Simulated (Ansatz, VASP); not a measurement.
## NaF: VASP beside Ansatz

Contents of INCAR:

```
SYSTEM = NaF
ALGO = Normal
EDIFF = 1E-7
ENCUT = 520
GGA = PE
ISIF = 2
ISMEAR = 0
LASPH = .TRUE.
LCHARG = .FALSE.
LREAL = .FALSE.
LWAVE = .FALSE.
NBANDS = 14
NELM = 80
PREC = Accurate
SIGMA = 0.01
```

KPOINTS

```
k-points
0
G
  8 8 8
  0 0 0
```

File POSCAR:

```
NaF
1.0
    0.0000000000      2.3023189899      2.3023189899
    2.3023189899      0.0000000000      2.3023189899
    2.3023189899      2.3023189899      0.0000000000
Na F
1 1
Direct
    0.0000000000      0.0000000000      0.0000000000
    0.5000000000      0.5000000000      0.5000000000
```

Input for Ansatz:

```yaml
crystal:
  lattice:
    - [0.0, 2.3023189899, 2.3023189899]
    - [2.3023189899, 0.0, 2.3023189899]
    - [2.3023189899, 2.3023189899, 0.0]
  atoms:
    - { symbol: Na, position: [0.0, 0.0, 0.0] }
    - { symbol: F, position: [0.5, 0.5, 0.5] }
kpoints:
  mp_grid: { grid: [8, 8, 8] }
hamiltonian:
  xc: pbe
scf:
  occupations: { method: fixed }
  n_extra_bands: 4
output:
  forces: true
  stress: true
  eigenvalues: true
```

Alike in both runs: task single point; functional PBE; k mesh 8 × 8 × 8; no spin polarisation.

```csv
,VASP,Ansatz
version,VASP 6.6.1,Ansatz 0.2.0
potentials or method,"VASP PAW PBE potentials, release 64 (Na_pv, F)","plane waves, PAW"
plane-wave cutoff (eV),520,420
occupations,"gaussian, width 0.01 eV",fixed
valence electrons in the cell,14,16
```

Ansatz gave:

| Quantity | Value |
| --- | --- |
| gap on the k mesh at the Fermi level (eV) | 6.42 |
| pressure (GPa) | 3.2 |

Question: What did VASP give for the same quantities?

Answer: gap on the k mesh at the Fermi level (eV): 6.40; pressure (GPa): 3.1.

VASP's potentials hold 14 valence electrons a cell and Ansatz's 16, so a difference there can come from the potentials and not from the codes.
